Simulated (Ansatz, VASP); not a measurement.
# One calculation of SiO2, two programs

```xyz
6
Lattice="4.1302 0.0000 0.0000 0.0000 4.1302 0.0000 0.0000 0.0000 2.7891" Properties=species:S:1:pos:R:3 pbc="T T T"
Si    2.0651    2.0651    1.3945
Si    0.0000    0.0000    0.0000
O     2.8681    2.8681    0.0000
O     0.8030    3.3272    1.3945
O     1.2621    1.2621    0.0000
O     3.3272    0.8030    1.3945
```

Alike in both runs: task single point; functional LDA; k mesh 6 × 6 × 8; occupations gaussian, width 0.05 eV; no spin polarisation.

```csv
,VASP,Ansatz
version,VASP 6.6.1,Ansatz 0.2.0
potentials or method,"VASP PAW LDA potentials, release 64 (Si, O), cutoff 520 eV","scalar-relativistic, plane waves, PAW"
valence electrons in the cell,32,32
```

|  | VASP | Ansatz | Ansatz less VASP |
| --- | --- | --- | --- |
| gap on the k mesh at the Fermi level (eV) | 4.99 | 4.98 | -0.001 |
| least direct gap on the mesh (eV) | 4.99 | 4.98 | -0.001 |
| pressure (GPa) | -11.6 | -12.5 | -0.94 |
| traceless stress, the component that is largest in VASP (GPa) | -15.68 | -16.06 | -0.375 |
| rms of the force components (eV/Å) | 0.066 | 0.061 | -0.0052 |

Ansatz warns that its potentials were made for another functional, while VASP's fit it. LDA's correlation is that of Perdew and Zunger in VASP and of Perdew and Wang (1992) in Ansatz. Atom by atom the forces differ by 0.005 eV/Å (rms over components).
